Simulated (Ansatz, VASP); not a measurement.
**Two plane-wave programs on AgCl**

```
Ag Cl
1.0
     0.00000    2.66222    2.99500
     2.66222    0.00000    2.99500
     2.66222    2.66222    0.00000
Ag Cl
1 1
Direct
  0.50000 0.50000 0.50000
  0.00000 0.00000 0.00000
```

Change from the starting cell: strain -0.040 along x and y, +0.080 along z, atoms carried along.

Alike in both runs: task single point; functional PBE; k mesh 8 × 8 × 8; occupations gaussian, width 0.05 eV; no spin polarisation.

|  | VASP | Ansatz |
| --- | --- | --- |
| version | VASP 6.6.1 | Ansatz 0.2.0 |
| potentials or method | VASP PAW PBE potentials, release 64 (Ag, Cl), cutoff 520 eV | scalar-relativistic, plane waves, PAW |
| valence electrons in the cell | 18 | 26 |

|  | VASP | Ansatz | Ansatz less VASP |
| --- | --- | --- | --- |
| gap on the k mesh at the Fermi level (eV) | 0.59 | 0.60 | +0.003 |
| least direct gap on the mesh (eV) | 3.20 | 3.20 | -0.004 |
| pressure (GPa) | 3.0 | 3.1 | +0.15 |
| traceless stress, the component that is largest in VASP (GPa) | -2.40 | -2.45 | -0.055 |

With one functional, cell and mesh, what is left measures potentials, basis and numerics. VASP's potentials hold 18 valence electrons a cell and Ansatz's 26, so a difference there can come from the potentials and not from the codes.
